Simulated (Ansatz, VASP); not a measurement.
MgO in VASP and in Ansatz

```
CELL_PARAMETERS angstrom
0.00000 2.12050 2.12050
2.12050 0.00000 2.12050
2.12050 2.12050 0.00000
ATOMIC_POSITIONS crystal
Mg 0.00000 0.00000 0.00000
O 0.50000 0.50000 0.50000
```

Alike in both runs: task single point; functional PBE; k mesh 8 × 8 × 8; occupations fermi-dirac, width 0.1 eV; no spin polarisation.

```csv
,VASP,Ansatz
version,VASP 6.6.1,Ansatz 0.2.0
potentials or method,"VASP PAW PBE potentials, release 64 (Mg, O), cutoff 520 eV","PAW, plane waves, scalar-relativistic"
valence electrons in the cell,8,16
```

```tsv
	VASP	Ansatz	Ansatz less VASP
pressure (GPa)	0.6	1.4	+0.73
```

VASP's potentials hold 8 valence electrons a cell and Ansatz's 16, so a difference there can come from the potentials and not from the codes.
